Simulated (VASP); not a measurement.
# Bi (Pm-3m) in VASP: a series of runs

Bi is run at these levels: PBE; tasks: single point, relaxation of cell and atoms.

Everything below comes from runs of VASP 6.6.1. Logs are shortened: lines on timing, memory, paths and dates and some standing lists are left out, and cuts for length are marked.

## 1. The cell of the first run

Symmetry: Pm-3m, No. 221, cubic system. The conventional cell has a = 5.185 Å, b = 5.185 Å, c = 5.185 Å, α = 90.00°, β = 90.00°, γ = 90.00°. Within 3.4 Å of Bi (site symmetry m-3m) lie 6 Bi at 2.59 Å. Bi (site symmetry 4/mmm) has 2 Bi at 2.59 Å within 3.4 Å.

## 2. Single point, PBE

File INCAR:

```
  PREC = Accurate
  ENCUT = 520
  EDIFF = 1E-6
  ISMEAR = 0
  SIGMA = 0.1
  LREAL = F
  LASPH = T
  NELM = 100
  ALGO = Fast
  ISIF = 2
  LWAVE = F
  LCHARG = T
  GGA = PE
  LELF = T
  LVHAR = T
  NBANDS = 38
```

File KPOINTS:

```
regular mesh
0
Gamma
  4 4 4
```

File POSCAR:

```
Bi
1.0
    5.1853323900      0.0000000000      0.0000000000
    0.0000000000      5.1853323900      0.0000000000
    0.0000000000      0.0000000000      5.1853323900
Bi
4
Direct
    0.5000000000      0.5000000000      0.5000000000
    0.0000000000      0.5000000000      0.5000000000
    0.5000000000      0.0000000000      0.5000000000
    0.5000000000      0.5000000000      0.0000000000
```

Potentials or basis: VASP PAW PBE potentials, release 64 (Bi_d).

On the command line:

```bash
$ cat potpaw_PBE.64/Bi_d/POTCAR > POTCAR
$ mpirun -np 1 vasp_std > vasp.out
```

OUTCAR:

```text
PREC = Accurate
   ENCUT = 520
   EDIFF = 1E-6
   ISMEAR = 0
   LREAL = F
   LASPH = T
   NELM = 100
   ISIF = 2
   GGA = PE

 ion  position               nearest neighbor table
   1  0.500  0.500  0.500-   2 2.59   3 2.59   4 2.59   4 2.59   3 2.59   2 2.59
   2  0.000  0.500  0.500-   1 2.59   1 2.59   4 3.67   4 3.67   3 3.67   3 3.67   3 3.67   4 3.67
                             4 3.67   3 3.67
   3  0.500  0.000  0.500-   1 2.59   1 2.59   4 3.67   4 3.67   2 3.67   2 3.67   4 3.67   4 3.67
                             2 3.67   2 3.67
   4  0.500  0.500  0.000-   1 2.59   1 2.59   3 3.67   2 3.67   2 3.67   3 3.67   3 3.67   3 3.67
                             2 3.67   2 3.67

  LATTYP: Found a simple cubic cell.
 ALAT       =     5.1853323900

  Lattice vectors:

 A1 = (   5.1853323900,   0.0000000000,   0.0000000000)
 A2 = (   0.0000000000,   5.1853323900,   0.0000000000)
 A3 = (   0.0000000000,   0.0000000000,   5.1853323900)

Analysis of symmetry for initial positions (statically):
=====================================================================
 Subroutine PRICEL returns:
 Original cell was already a primitive cell.

 Routine SETGRP: Setting up the symmetry group for a
 simple cubic supercell.

 Subroutine GETGRP returns: Found 48 space group operations
 (whereof 48 operations were pure point group operations)
 out of a pool of 48 trial point group operations.

The static configuration has the point symmetry O_h .

Analysis of symmetry for dynamics (positions and initial velocities):
=====================================================================
 Subroutine PRICEL returns:
 Original cell was already a primitive cell.

 Routine SETGRP: Setting up the symmetry group for a
 simple cubic supercell.

 Subroutine GETGRP returns: Found 48 space group operations
 (whereof 48 operations were pure point group operations)
 out of a pool of 48 trial point group operations.

The dynamic configuration has the point symmetry O_h .

 Subroutine INISYM returns: Found 48 space group operations
 (whereof 48 operations are pure point group operations),
 and found     1 'primitive' translations

----------------------------------------------------------------------------------------

                                     Primitive cell

  volume of cell :     139.4215

  direct lattice vectors                    reciprocal lattice vectors
     5.185332390  0.000000000  0.000000000     0.192851668  0.000000000  0.000000000
[... 77 lines left out ...]
   EDIFFG = 0.1E-04   stopping-criterion for IOM
   NSW    =      0    number of steps for IOM
   IBRION =     -1    ionic relax: 0-MD 1-quasi-New 2-CG
   NFREE  =      0    steps in history (QN), initial steepest desc. (CG)
   ISIF   =      2    stress and relaxation
   ISYM   =      2    0-nonsym 1-usesym 2-fastsym
   POTIM  = 0.5000    time-step for ionic-motion
   TEBEG  =    0.0;   TEEND  =   0.0 temperature during run
   PSTRESS=    0.0 pullay stress
   NELECT =      60.0000    total number of electrons
   NUPDOWN=      -1.0000    fix difference up-down
   EMIN   =  10.00;   EMAX   =-10.00  energy-range for DOS
   EFERMI =   0.00;   METHOD = LEGACY
   ISMEAR =     0;   SIGMA  =   0.10  broadening in eV -4-tet -1-fermi 0-gaus
   EFERMI_NEDOS =   21; number of points for ismear=-14 and -15
   IALGO  =     68    algorithm
   IMIX   =      4    mixing-type and parameters
     AMIX     =   0.40;   BMIX     =  1.00
     AMIX_MAG =   1.60;   BMIX_MAG =  1.00
  volume/ion in A,a.u.               =      34.86       235.22
  Fermi-wavevector in a.u.,A,eV,Ry     =   1.235991  2.335684 20.785264  1.527674
  Thomas-Fermi vector in A             =   2.370618
   LORBIT       =      0    0 simple, 1 ext, 2 COOP (PROOUT), +10 PAW based schemes
   GGA     = PE    functional components
   LHFCALC =     F    Hartree Fock is set to
   AEXX    =    0.0000 exact exchange contribution
   IVDW    =     0    specifies the selected vdW correction
   LEPSILON=     F    determine dielectric tensor
   LRPA    =     F    only Hartree local field effects (RPA)
 non-spin polarized calculation
 RMM-DIIS sequential band-by-band and
 Gauss-broadening in eV      SIGMA  =   0.10
  energy-cutoff  :      520.00
  volume of cell :      139.42
 maximum number of plane-waves:      3840
 NGX is ok and might be reduce to    40
   NGX = 19   NGY = 19   NGZ = 19

 number of electron      59.9999948 magnetization

 Free energy of the ion-electron system (eV)
  ---------------------------------------------------
  ext. energy  EPLUGINS =         0.00000000
  ---------------------------------------------------
  free energy    TOTEN  =        -6.09213385 eV

  energy without entropy =       -6.06689391  energy(sigma->0) =       -6.07951388

 E-fermi :   6.3614     XC(G=0):  -9.1996

 val. band max:        6.3099561772   @ k =   0.2500   0.2500   0.0000
 cond. band min:       6.3817009762   @ k =   0.5000   0.2500   0.0000
 fundamental gap:      0.0717447990
 Fermi energy:         6.3614157682

 k-point     1 :       0.0000    0.0000    0.0000
  band No.  band energies     occupation
      1     -18.9987      2.00000
      2     -18.9987      2.00000
      3     -18.2869      2.00000
      4     -18.2869      2.00000
      5     -18.2869      2.00000
      6     -17.3770      2.00000
[... 399 lines left out ...]
     37       9.6097      0.00000
     38      14.4530      0.00000

------------------------ aborting loop because EDIFF is reached ----------------------------------------

  FORCE on cell =-STRESS in cart. coord.  units (eV):
  Direction    XX          YY          ZZ          XY          YZ          ZX
  --------------------------------------------------------------------------------------
  -------------------------------------------------------------------------------------
  Total       26.7717921     26.7717921     26.7717921      0.0000000      0.0000000      0.0000000
  in kB      307.6509240    307.6509240    307.6509240      0.0000000      0.0000000      0.0000000
  external PRESSURE =     307.6509240 kB  Pullay stress =       0.0000000 kB

 VOLUME and BASIS-vectors are now :
 -----------------------------------------------------------------------------
  energy-cutoff  :      520.00
  volume of cell :      139.42
      direct lattice vectors                 reciprocal lattice vectors
     5.185332390  0.000000000  0.000000000     0.192851668  0.000000000  0.000000000
     0.000000000  5.185332390  0.000000000     0.000000000  0.192851668  0.000000000
     0.000000000  0.000000000  5.185332390     0.000000000  0.000000000  0.192851668

 POSITION                                       TOTAL-FORCE (eV/Angst)
 -----------------------------------------------------------------------------------
      2.59267      2.59267      2.59267         0.000000      0.000000      0.000000
      0.00000      2.59267      2.59267         0.000000      0.000000      0.000000
      2.59267      0.00000      2.59267         0.000000      0.000000      0.000000
      2.59267      2.59267      0.00000         0.000000      0.000000      0.000000
 -----------------------------------------------------------------------------------
    total drift:                               -0.000000     -0.000000     -0.000000

  FREE ENERGIE OF THE ION-ELECTRON SYSTEM (eV)
  ---------------------------------------------------
  free  energy   TOTEN  =        -6.0921338522 eV

  energy  without entropy=       -6.0668939077  energy(sigma->0) =       -6.07951388
```

stdout:

```text
POSCAR found type information on POSCAR Bi
 POSCAR found :  1 types and       4 ions
 scaLAPACK will be used
 LDA part: xc-table for (Slater+PW92), standard interpolation
 POSCAR, INCAR and KPOINTS ok, starting setup
 FFT: planning ... GRIDC
 FFT: planning ... GRID_SOFT
 FFT: planning ... GRID
 WAVECAR not read
 entering main loop
```

Wall time 22 s (1 thread of Intel Xeon 6975P-C (Granite Rapids), shared host); peak memory 0.23 GiB.

Results:

```yaml
Free_energy: -6.0921 eV
Pressure: 30.8 GPa
Band_gap_on_the_k_mesh: zero (band 30 reaches 7.97 eV, above the bottom of band 31 at 6.24 eV)
```

Levels at points of the mesh, in eV from the Fermi level:
```
           k point  band 27  band 28  band 29  band 30  band 31  band 32  band 33  band 34
(0.00, 0.00, 0.00)    -6.59     0.26     0.26     0.26     0.43     0.43     0.43     3.75
(0.50, 0.00, 0.00)    -1.78    -1.03    -1.03    -0.58     0.47     0.47     1.65     1.91
(0.50, 0.50, 0.00)    -1.18    -1.18    -0.90    -0.90     1.17     1.86     1.86     2.65
(0.50, 0.50, 0.50)    -3.34     1.22     1.22     1.60     1.60     1.60     2.68     3.11
```

Caveat: spin-orbit coupling is left out, which moves the levels of the heavy elements.

## 3. Single point, PBE

This run uses another cell than the first one, of 56.69 Å³/atom, 1.627 times its volume.

File INCAR:

```
SYSTEM = Bi
ALGO = Normal
EDIFF = 1E-6
ENCUT = 520
GGA = PE
ISIF = 2
ISMEAR = 0
LASPH = .TRUE.
LCHARG = .TRUE.
LELF = .TRUE.
LREAL = .FALSE.
LVHAR = .TRUE.
LWAVE = .FALSE.
NBANDS = 38
NELM = 80
PREC = Accurate
SIGMA = 0.1
```

File KPOINTS:

```
k-points
0
G
  4 4 4
  0 0 0
```

File POSCAR:

```
Bi
1.0
    6.0981222336      0.0000000000      0.0000000000
    0.0000000000      6.0981222336      0.0000000000
    0.0000000000      0.0000000000      6.0981222336
Bi
4
Direct
    0.5000000000      0.5000000000      0.5000000000
    0.0000000000      0.5000000000      0.5000000000
    0.5000000000      0.0000000000      0.5000000000
    0.5000000000      0.5000000000      0.0000000000
```

Potentials or basis: VASP PAW PBE potentials, release 64 (Bi_d).

On the command line:

```bash
$ cat potpaw_PBE.64/Bi_d/POTCAR > POTCAR
$ mpirun -np 1 vasp_std > vasp.out
```

Run time: 29 s. Hardware: 1 thread of Intel Xeon 6975P-C (Granite Rapids), shared host; peak memory 0.33 GiB.

Results (log left out):

```yaml
Free_energy: -11.3385 eV
Pressure: 0.0 GPa
Band_gap_on_the_k_mesh: zero (band 30 reaches 2.34 eV, above the bottom of band 31 at 2.18 eV)
```

Levels at points of the mesh, in eV from the Fermi level:
| k point | band 27 | band 28 | band 29 | band 30 | band 31 | band 32 | band 33 | band 34 |
| --- | --- | --- | --- | --- | --- | --- | --- | --- |
| (0.00, 0.00, 0.00) | -4.27 | 0.18 | 0.18 | 0.18 | 0.27 | 0.27 | 0.27 | 3.18 |
| (0.50, 0.00, 0.00) | -1.51 | -0.48 | -0.48 | -0.16 | 0.26 | 0.26 | 0.40 | 1.12 |
| (0.50, 0.50, 0.00) | -1.05 | -1.05 | -0.43 | -0.43 | 0.19 | 0.66 | 0.91 | 0.91 |
| (0.50, 0.50, 0.50) | -1.78 | 0.10 | 0.10 | 0.10 | 0.21 | 0.21 | 0.90 | 1.44 |

Caveat: spin-orbit coupling is left out, which moves the levels of the heavy elements.

## 4. Relaxation of cell and atoms, PBE

File INCAR:

```
SYSTEM = Bi
ALGO = Normal
EDIFF = 1E-7
EDIFFG = -0.04
ENCUT = 600
GGA = PE
IBRION = 2
ISIF = 3
ISMEAR = 0
LASPH = .True.
LCHARG = .False.
LREAL = .False.
LWAVE = .False.
NELM = 100
NSW = 90
PREC = Accurate
SIGMA = 0.1
```

File KPOINTS:

```
k-points
0
Gamma
  4 4 4
  0 0 0
```

File POSCAR:

```
Bi
1.0
    5.1853323900      0.0000000000      0.0000000000
    0.0000000000      5.1853323900      0.0000000000
    0.0000000000      0.0000000000      5.1853323900
Bi
4
Direct
    0.5000000000      0.5000000000      0.5000000000
    0.0000000000      0.5000000000      0.5000000000
    0.5000000000      0.0000000000      0.5000000000
    0.5000000000      0.5000000000      0.0000000000
```

On the command line:

```bash
$ cat potpaw_PBE.64/Bi_d/POTCAR > POTCAR
$ mpirun -np 1 vasp_std > vasp.out
```

Run time: 7.4 min. Hardware: 1 thread of Intel Xeon 6975P-C, shared host; peak memory 0.28 GiB.

It converged, with:

- Free energy: -11.3204 eV
- Relaxed volume: 56.74 Å³/atom
- Relaxed cell: a = 6.100 Å, b = 6.100 Å, c = 6.100 Å, α = 90.00°, β = 90.00°, γ = 90.00°
- Space group after relaxing (to 0.05 Å): Pm-3m (No. 221)
- Energy gained by relaxing: 1306.9 meV/atom
- Ionic steps: 5
- Pressure after relaxing: 0.0 GPa
- Band gap on the k mesh: zero (band 30 reaches 2.34 eV, above the bottom of band 31 at 2.17 eV)

Step by step:
```csv
step,energy change (eV),largest force (eV/Å),pressure (GPa),volume (Å³)
1,0.0000,0.0000,30.82,139.42
2,-3.8391,0.0000,-3.25,323.19
3,-5.2241,0.0000,0.33,223.54
4,-5.2260,0.0000,-0.21,229.26
5,-5.2275,0.0000,0.00,226.97
```

Final structure:
```
CELL_PARAMETERS angstrom
6.09987 0.00000 0.00000
0.00000 6.09987 0.00000
0.00000 0.00000 6.09987
ATOMIC_POSITIONS crystal
Bi 0.50000 0.50000 0.50000
Bi 0.00000 0.50000 0.50000
Bi 0.50000 0.00000 0.50000
Bi 0.50000 0.50000 0.00000
```

Levels at points of the mesh, in eV from the Fermi level:
```
           k point  band 26  band 27  band 28  band 29  band 30  band 31  band 32  band 33  band 34  band 35
(0.00, 0.00, 0.00)    -4.27    -4.27     0.18     0.18     0.18     0.27     0.27     0.27     3.18     4.66
(0.50, 0.00, 0.00)    -4.10    -1.51    -0.48    -0.48    -0.16     0.26     0.26     0.40     1.12     4.46
(0.50, 0.50, 0.00)    -1.84    -1.05    -1.05    -0.43    -0.43     0.19     0.65     0.91     0.91     1.42
(0.50, 0.50, 0.50)    -1.78    -1.78     0.10     0.10     0.10     0.21     0.21     0.89     1.44     1.44
```

Caveat: the volume moved by over 15 % at a fixed basis, so the end points are rough; spin-orbit coupling is left out, which moves the levels of the heavy elements.

## 5. Single point, PBE

This run uses another cell than the first one, of 56.69 Å³/atom, 1.627 times its volume.

File INCAR:

```
SYSTEM = Bi
  PREC = Accurate
  ENCUT = 520
  EDIFF = 1E-7
  ISMEAR = 0
  SIGMA = 0.1
  LREAL = .FALSE.
  LASPH = .TRUE.
  NELM = 100
  ALGO = Fast
  ISIF = 2
  LWAVE = .FALSE.
  LCHARG = .FALSE.
  GGA = PE
  NBANDS = 38
```

File KPOINTS:

```
regular mesh
0
G
  8 8 8
  0 0 0
```

File POSCAR:

```
Bi
1.0
    6.0981222336      0.0000000000      0.0000000000
    0.0000000000      6.0981222336      0.0000000000
    0.0000000000      0.0000000000      6.0981222336
Bi
4
Direct
    0.5000000000      0.5000000000      0.5000000000
    0.0000000000      0.5000000000      0.5000000000
    0.5000000000      0.0000000000      0.5000000000
    0.5000000000      0.5000000000      0.0000000000
```

On the command line:

```bash
$ cat potpaw_PBE.64/Bi_d/POTCAR > POTCAR
$ mpirun -np 1 vasp_std > vasp.out
```

It took 6.1 min on 1 thread of Intel Xeon 6975P-C, shared host; peak memory 0.44 GiB.

The run converged. Its results:

```yaml
Free_energy: -11.6519 eV
Pressure: -0.1 GPa
Band_gap_on_the_k_mesh: zero (band 30 reaches 2.35 eV, above the bottom of band 31 at 2.15 eV)
```

Levels at points of the mesh, in eV from the Fermi level:
| k point | band 28 | band 29 | band 30 | band 31 | band 32 | band 33 |
| --- | --- | --- | --- | --- | --- | --- |
| (0.00, 0.00, 0.00) | 0.13 | 0.13 | 0.13 | 0.22 | 0.22 | 0.22 |
| (0.50, 0.00, 0.00) | -0.53 | -0.53 | -0.22 | 0.21 | 0.21 | 0.41 |
| (0.50, 0.50, 0.00) | -1.08 | -0.48 | -0.48 | 0.20 | 0.66 | 0.92 |
| (0.50, 0.50, 0.50) | 0.15 | 0.15 | 0.15 | 0.23 | 0.23 | 0.90 |

Caveat: spin-orbit coupling is left out, which moves the levels of the heavy elements.

## 6. The runs side by side

```csv
task,cell,k mesh,cutoff (eV),gap on the mesh (eV),pressure (GPa)
single point,"a = 5.185 Å, 4 atoms",4 × 4 × 4,520,none,30.8
single point,"a = 6.098 Å, 4 atoms",4 × 4 × 4,520,none,0.0
relaxation of cell and atoms,"relaxed from a = 5.185 Å, 4 atoms",4 × 4 × 4,600,none,0.0
single point,"a = 6.098 Å, 4 atoms",8 × 8 × 8,520,none,-0.1
```

Alike in all rows: level PBE; potentials or basis VASP PAW PBE potentials, release 64 (Bi_d); no spin polarisation; smearing gaussian 0.1 eV.

Caveats: spin-orbit coupling is left out, which moves the levels of the heavy elements; the volume moved by over 15 % at a fixed basis, so the end points are rough (some runs).

Total energies depend on the potentials used, so only differences within one code and one set of settings carry meaning.
